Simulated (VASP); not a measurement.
# TiO2 (P-6m2) in VASP: further runs

Runs on TiO2. Level: PBE. Tasks: single point, relaxation of cell and atoms.

Everything below comes from runs of VASP 6.6.1. Logs are shortened: lines on timing, memory, paths and dates and some standing lists are left out, and cuts for length are marked.

### Step 1. The cell of the first run

It takes space group P-6m2 (No. 187, hexagonal). Conventional cell: a = 2.883 Å, b = 2.883 Å, c = 5.819 Å, α = 90.00°, β = 90.00°, γ = 120.00°. Within 2.7 Å of Ti (site symmetry -6m2) lie 6 O at 2.01 Å. O (site symmetry 3m) has 3 Ti at 2.01 Å and 1 O at 2.25 Å within 2.7 Å.

### Step 2. Single point, PBE, collinear spin, ferromagnetic start

Input file INCAR:

```
SYSTEM = TiO2
  ALGO = Normal
  EDIFF = 1E-6
  ENCUT = 520
  GGA = PE
  ISIF = 2
  ISMEAR = 0
  ISPIN = 2
  LASPH = .True.
  LCHARG = .True.
  LELF = .True.
  LMAXMIX = 4
  LORBIT = 11
  LREAL = .False.
  LVHAR = .True.
  LWAVE = .False.
  MAGMOM = 1 0 0
  NBANDS = 23
  NELM = 150
  PREC = Accurate
  SIGMA = 0.1
```

Input file KPOINTS:

```
k-points
0
Gamma
  6 6 4
  0 0 0
```

Input file POSCAR:

```
TiO2
1.0
    2.8826649134      0.0000000000      0.0000000000
   -1.4413324567      2.4964610456      0.0000000000
    0.0000000000      0.0000000000      5.8190962263
Ti O
1 2
Direct
    0.0000000000      0.0000000000      0.0000000000
    0.3333333333      0.6666666667      0.1934839446
    0.3333333333      0.6666666667      0.8065160554
```

Potentials or basis: VASP PAW PBE potentials, release 64 (Ti_sv, O).

Run with:

```console
> cat potpaw_PBE.64/Ti_sv/POTCAR potpaw_PBE.64/O/POTCAR > POTCAR
> mpirun -np 1 vasp_std > vasp.out
```

OUTCAR:

```text
SYSTEM = TiO2
   EDIFF = 1E-6
   ENCUT = 520
   GGA = PE
   ISIF = 2
   ISMEAR = 0
   ISPIN = 2
   LASPH = .True.
   LORBIT = 11
   LREAL = .False.
   NELM = 150
   PREC = Accurate

 ion  position               nearest neighbor table
   1  0.000  0.000  0.000-   2 2.01   3 2.01   2 2.01   3 2.01   2 2.01   3 2.01
   2  0.333  0.667  0.193-   1 2.01   1 2.01   1 2.01
   3  0.333  0.667  0.807-   1 2.01   1 2.01   1 2.01

  LATTYP: Found a hexagonal cell.
 ALAT       =     2.8826649134
 C/A-ratio  =     2.0186516300

  Lattice vectors:

 A1 = (   2.8826649134,   0.0000000000,   0.0000000000)
 A2 = (  -1.4413324567,   2.4964610456,   0.0000000000)
 A3 = (   0.0000000000,   0.0000000000,   5.8190962263)

Analysis of symmetry for initial positions (statically):
=====================================================================
 Subroutine PRICEL returns:
 Original cell was already a primitive cell.

 Routine SETGRP: Setting up the symmetry group for a
 hexagonal supercell.

 Subroutine GETGRP returns: Found 12 space group operations
 (whereof 12 operations were pure point group operations)
 out of a pool of 24 trial point group operations.

The static configuration has the point symmetry D_3h.

Analysis of symmetry for dynamics (positions and initial velocities):
=====================================================================
 Subroutine PRICEL returns:
 Original cell was already a primitive cell.

 Routine SETGRP: Setting up the symmetry group for a
 hexagonal supercell.

 Subroutine GETGRP returns: Found 12 space group operations
 (whereof 12 operations were pure point group operations)
 out of a pool of 24 trial point group operations.

The dynamic configuration has the point symmetry D_3h.

Analysis of structural, dynamic, and magnetic symmetry:
=====================================================================
 Subroutine PRICEL returns:
 Original cell was already a primitive cell.

 Routine SETGRP: Setting up the symmetry group for a
 hexagonal supercell.

 Subroutine GETGRP returns: Found 12 space group operations
 (whereof 12 operations were pure point group operations)
 out of a pool of 24 trial point group operations.

The overall configuration has the point symmetry D_3h.

 Subroutine INISYM returns: Found 12 space group operations
 (whereof 12 operations are pure point group operations),
 and found     1 'primitive' translations
[... 116 lines left out ...]
  Thomas-Fermi vector in A             =   2.486551
   LORBIT       =     11    0 simple, 1 ext, 2 COOP (PROOUT), +10 PAW based schemes
   GGA     = PE    functional components
   LHFCALC =     F    Hartree Fock is set to
   AEXX    =    0.0000 exact exchange contribution
   IVDW    =     0    specifies the selected vdW correction
   LEPSILON=     F    determine dielectric tensor
   LRPA    =     F    only Hartree local field effects (RPA)
 spin polarized calculation
 Gauss-broadening in eV      SIGMA  =   0.10
  energy-cutoff  :      520.00
  volume of cell :       41.88
 maximum number of plane-waves:      1162
 NGX is ok and might be reduce to    24
   NGX = 11   NGY = 11   NGZ = 21

 number of electron      23.9999997 magnetization      -0.0000399

 number of electron      23.9999997 magnetization       0.0000434

 Free energy of the ion-electron system (eV)
  ---------------------------------------------------
  ext. energy  EPLUGINS =         0.00000000
  ---------------------------------------------------
  free energy    TOTEN  =       -25.13753979 eV

  energy without entropy =      -25.13753979  energy(sigma->0) =      -25.13753979

 E-fermi :   1.9821     XC(G=0):  -9.3292

 val. band max:        1.4434567145   @ k =   0.1667  -0.0000   0.0000
 cond. band min:       2.5770504731   @ k =   0.3333   0.1667   0.0000
 fundamental gap:      1.1335937586
 Fermi energy:         1.9820656546

 spin component 1

 k-point     1 :       0.0000    0.0000    0.0000
  band No.  band energies     occupation
      1     -55.4856      1.00000
      2     -31.6659      1.00000
      3     -31.4609      1.00000
      4     -31.4609      1.00000
      5     -16.6633      1.00000
      6     -14.8171      1.00000
[... 535 lines left out ...]
     22      18.8963      0.00000
     23      19.4489      0.00000
 Fermi energy:         1.9820656546

 spin component 2

 k-point     1 :       0.0000    0.0000    0.0000
  band No.  band energies     occupation
      1     -55.4855      1.00000
      2     -31.6659      1.00000
      3     -31.4609      1.00000
      4     -31.4609      1.00000
      5     -16.6633      1.00000
      6     -14.8172      1.00000
[... 535 lines left out ...]
     22      18.8963      0.00000
     23      19.4490      0.00000

------------------------ aborting loop because EDIFF is reached ----------------------------------------

  FORCE on cell =-STRESS in cart. coord.  units (eV):
  Direction    XX          YY          ZZ          XY          YZ          ZX
  --------------------------------------------------------------------------------------
  -------------------------------------------------------------------------------------
  Total        0.1440870      0.1440870      0.1829478      0.0000000      0.0000000      0.0000000
  in kB        5.5126577      5.5126577      6.9994391      0.0000000      0.0000000      0.0000000
  external PRESSURE =       6.0082515 kB  Pullay stress =       0.0000000 kB

 VOLUME and BASIS-vectors are now :
 -----------------------------------------------------------------------------
  energy-cutoff  :      520.00
  volume of cell :       41.88
      direct lattice vectors                 reciprocal lattice vectors
     2.882664913  0.000000000  0.000000000     0.346901229  0.200283518  0.000000000
    -1.441332457  2.496461046  0.000000000     0.000000000  0.400567035  0.000000000
     0.000000000  0.000000000  5.819096226     0.000000000  0.000000000  0.171847992

 POSITION                                       TOTAL-FORCE (eV/Angst)
 -----------------------------------------------------------------------------------
      0.00000      0.00000      0.00000         0.000000     -0.000000      0.000000
     -0.00000      1.66431      1.12590         0.000000      0.000000      0.082651
     -0.00000      1.66431      4.69319        -0.000000      0.000000     -0.082651
 -----------------------------------------------------------------------------------
    total drift:                                0.000001     -0.000000     -0.000000

  FREE ENERGIE OF THE ION-ELECTRON SYSTEM (eV)
  ---------------------------------------------------
  free  energy   TOTEN  =       -25.1375397889 eV

  energy  without entropy=      -25.1375397889  energy(sigma->0) =      -25.13753979

 total charge

# of ion       s       p       d       tot
------------------------------------------
    1        2.212   6.259   1.840  10.311
    2        1.583   3.407   0.000   4.991
    3        1.583   3.407   0.000   4.991
--------------------------------------------------
tot          5.379  13.074   1.840  20.293

 magnetization (x)

# of ion       s       p       d       tot
------------------------------------------
    1       -0.000  -0.000   0.000   0.000
    2       -0.000  -0.000   0.000  -0.000
    3       -0.000  -0.000   0.000  -0.000
--------------------------------------------------
tot         -0.000  -0.000   0.000  -0.000
```

OSZICAR:

```text
N       E                     dE             d eps       ncg     rms          rms(c)
DAV:   1     0.251893201159E+03    0.25189E+03   -0.11937E+04  1939   0.112E+03
DAV:   2    -0.106146640596E+02   -0.26251E+03   -0.24573E+03  2108   0.349E+02
DAV:   3    -0.324290838135E+02   -0.21814E+02   -0.21594E+02  2482   0.104E+02
DAV:   4    -0.331379827258E+02   -0.70890E+00   -0.70764E+00  2369   0.175E+01
DAV:   5    -0.331530301185E+02   -0.15047E-01   -0.15046E-01  2305   0.246E+00    0.220E+01
DAV:   6    -0.274949543061E+02    0.56581E+01   -0.47459E+01  2469   0.627E+01    0.184E+01
DAV:   7    -0.261580306948E+02    0.13369E+01   -0.33196E+01  2264   0.422E+01    0.934E+00
DAV:   8    -0.253343449838E+02    0.82369E+00   -0.15204E+00  2186   0.113E+01    0.458E+00
DAV:   9    -0.251682067372E+02    0.16614E+00   -0.14762E+00  2436   0.973E+00    0.219E+00
DAV:  10    -0.251361883774E+02    0.32018E-01   -0.17385E-01  2160   0.358E+00    0.823E-01
DAV:  11    -0.251389212119E+02   -0.27328E-02   -0.15028E-02  2100   0.946E-01    0.320E-01
DAV:  12    -0.251386110832E+02    0.31013E-03   -0.26838E-03  2338   0.377E-01    0.304E-01
DAV:  13    -0.251375418093E+02    0.10693E-02   -0.44989E-03  2227   0.550E-01    0.247E-02
DAV:  14    -0.251375444777E+02   -0.26684E-05   -0.10974E-04  2242   0.877E-02    0.183E-02
DAV:  15    -0.251375394906E+02    0.49871E-05   -0.15189E-05  2359   0.292E-02    0.557E-03
DAV:  16    -0.251375397889E+02   -0.29823E-06   -0.32447E-06  2054   0.126E-02
   1 F= -.25137540E+02 E0= -.25137540E+02  d E =-.628216E-15  mag=     0.0000
```

Run time: 18 s. Hardware: 1 thread of Intel Xeon 6975P-C (Granite Rapids), shared host; peak memory 0.2 GiB.

What came out:

| Quantity | Value |
| --- | --- |
| Free energy | -25.1375 eV |
| Pressure | 0.6 GPa |
| Largest force | 0.083 eV/Å |
| Band gap on the k mesh | 1.13 eV, indirect (least direct gap 1.38 eV) |
| Net moment | 0.00 μB per cell |
| Valence electrons inside the program's atomic spheres | Ti 10.31; O 4.99 |

Forces on the atoms (eV/Å):
```
Ti   0.000  0.000  0.000
O    0.000  0.000  0.083
O    0.000  0.000 -0.083
```

### Step 3. Relaxation of cell and atoms, PBE, collinear spin, ferromagnetic start

This run uses another cell than the first one, of 12.04 Å³/atom, 0.862 times its volume.

Input file INCAR:

```
SYSTEM = TiO2
PREC = Accurate ; ENCUT = 600
EDIFF = 1E-6 ; ISMEAR = 0
SIGMA = 0.1 ; LREAL = .FALSE.
LASPH = .TRUE. ; NELM = 150
ALGO = Normal ; ISIF = 3
LWAVE = .FALSE. ; LCHARG = .FALSE.
ISPIN = 2 ; MAGMOM = 1 0 0
LORBIT = 11 ; LMAXMIX = 4
GGA = PE ; IBRION = 2
NSW = 90 ; EDIFFG = -0.04
```

Input file KPOINTS:

```
regular mesh
0
G
  6 6 4
  0 0 0
```

Input file POSCAR:

```
TiO2
1.0
    3.0118238200      0.0000000000      0.0000000000
   -1.5059119100      2.6083159400      0.0000000000
    0.0000000000      0.0000000000      4.5972563200
Ti O
1 2
Direct
    0.0000000000      0.0000000000      0.0000000000
    0.3333333300      0.6666666700      0.3393805400
    0.3333333300      0.6666666700      0.6606194600
```

Potentials or basis: VASP PAW PBE potentials, release 64 (Ti_sv, O).

Run with:

```console
> cat potpaw_PBE.64/Ti_sv/POTCAR potpaw_PBE.64/O/POTCAR > POTCAR
> mpirun -np 1 vasp_std > vasp.out
```

It took 3.6 min on 1 thread of Intel Xeon 6975P-C (Granite Rapids), shared host; peak memory 0.2 GiB.

Results (log left out):

* Free energy: -25.1216 eV
* Relaxed volume: 13.05 Å³/atom
* Relaxed cell: a = 2.881 Å, b = 2.881 Å, c = 5.447 Å, α = 90.00°, β = 90.00°, γ = 120.00°
* Space group after relaxing (to 0.05 Å): P-6m2 (No. 187)
* Energy gained by relaxing: 1317.2 meV/atom
* Ionic steps: 28
* Pressure after relaxing: 0.3 GPa
* Largest force after relaxing: 0.039 eV/Å
* Band gap on the k mesh: 0.99 eV, indirect (least direct gap 1.28 eV)
* Net moment: 0.00 μB per cell
* Valence electrons inside the program's atomic spheres: Ti 10.31; O 4.99

Forces in eV/Å, atoms in the order of the input:
```
Ti   0.000  0.000  0.000
O    0.000  0.000 -0.039
O    0.000  0.000  0.039
```

Stress tensor (GPa, compression positive):
```
 0.48  0.00  0.00
 0.00  0.48  0.00
 0.00  0.00 -0.16
```

The path:
| step | energy change (eV) | largest force (eV/Å) | pressure (GPa) | volume (Å³) |
| --- | --- | --- | --- | --- |
| 1 | 0.0000 | 3.8846 | -23.70 | 36.12 |
| 2 | -1.8559 | 3.9069 | 28.22 | 27.47 |
| 3 | -1.8740 | 4.1611 | 22.74 | 27.88 |
| 4 | -2.1623 | 4.0850 | 58.59 | 27.38 |
| 5 | -2.5136 | 0.1122 | 40.70 | 27.57 |
| 6 | -3.4168 | 0.0811 | 4.84 | 32.75 |
| 7 | -3.5216 | 0.0466 | -3.91 | 35.01 |
| 8 | -3.5321 | 0.0050 | -7.29 | 36.14 |
| 9 | -3.8256 | 0.5950 | -3.70 | 35.89 |
| 10 | -3.8690 | 0.9124 | -1.36 | 35.71 |
| 11 | -3.8694 | 0.9388 | -1.15 | 35.69 |
| 12 | -3.8952 | 0.0523 | 5.24 | 35.36 |
| 13 | -3.8962 | 0.1144 | 4.20 | 35.41 |
| 14 | -3.9172 | 0.0302 | 2.22 | 36.30 |
| 15 | -3.9216 | 0.3202 | -0.87 | 38.02 |
| 16 | -3.9251 | 0.2159 | 0.18 | 37.37 |
| 17 | -3.9386 | 0.2561 | -2.04 | 38.24 |
| 18 | -3.9387 | 0.2971 | -2.18 | 38.31 |
| 19 | -3.9471 | 0.1281 | 0.73 | 38.20 |
| 20 | -3.9471 | 0.1302 | 0.68 | 38.20 |
| 21 | -3.9489 | 0.0184 | 0.92 | 38.39 |
| 22 | -3.9491 | 0.0961 | 1.03 | 38.48 |
| 23 | -3.9501 | 0.0488 | 0.32 | 38.76 |
| 24 | -3.9504 | 0.0052 | -0.36 | 39.02 |
| 25 | -3.9510 | 0.0378 | -0.41 | 39.08 |
| 26 | -3.9512 | 0.1123 | -0.38 | 39.17 |
| 27 | -3.9516 | 0.0555 | 0.12 | 39.16 |
| 28 | -3.9516 | 0.0385 | 0.27 | 39.16 |

Final structure:
```cif
data_structure
_symmetry_space_group_name_H-M 'P 1'
_symmetry_Int_Tables_number 1
_cell_length_a 2.8811
_cell_length_b 2.8811
_cell_length_c 5.4469
_cell_angle_alpha 90.000
_cell_angle_beta 90.000
_cell_angle_gamma 120.000
_cell_volume 39.16
loop_
_atom_site_label
_atom_site_type_symbol
_atom_site_fract_x
_atom_site_fract_y
_atom_site_fract_z
_atom_site_occupancy
Ti1 Ti 0.00000 0.00000 0.00000 1
O1 O 0.33333 0.66667 0.20729 1
O2 O 0.33333 0.66667 0.79271 1
```

Levels at points of the mesh, in eV from the valence-band top:
Spin up:
```tsv
k point	band 9	band 10	band 11	band 12	band 13	band 14	band 15	band 16
(0.00, 0.00, 0.00)	-3.18	-1.84	-1.84	-0.08	2.73	3.91	3.91	3.92
(0.50, 0.00, 0.00)	-3.50	-3.09	-1.87	-0.25	1.35	3.54	3.60	4.70
(0.00, 0.00, 0.50)	-3.17	-1.86	-1.86	-0.93	2.97	3.90	3.90	3.94
(0.50, 0.00, 0.50)	-3.22	-3.11	-1.84	-0.70	1.45	3.55	3.61	4.57
```
Spin down:
```csv
k point,band 10,band 11,band 12,band 13,band 14,band 15
"(0.00, 0.00, 0.00)",-1.84,-1.84,-0.08,2.73,3.91,3.91
"(0.50, 0.00, 0.00)",-3.09,-1.87,-0.25,1.35,3.54,3.60
"(0.00, 0.00, 0.50)",-1.86,-1.86,-0.93,2.97,3.90,3.90
"(0.50, 0.00, 0.50)",-3.11,-1.84,-0.70,1.45,3.55,3.61
```

A k mesh can miss the band edges. PBE gaps usually lie below the measured ones, often by a third to a half.
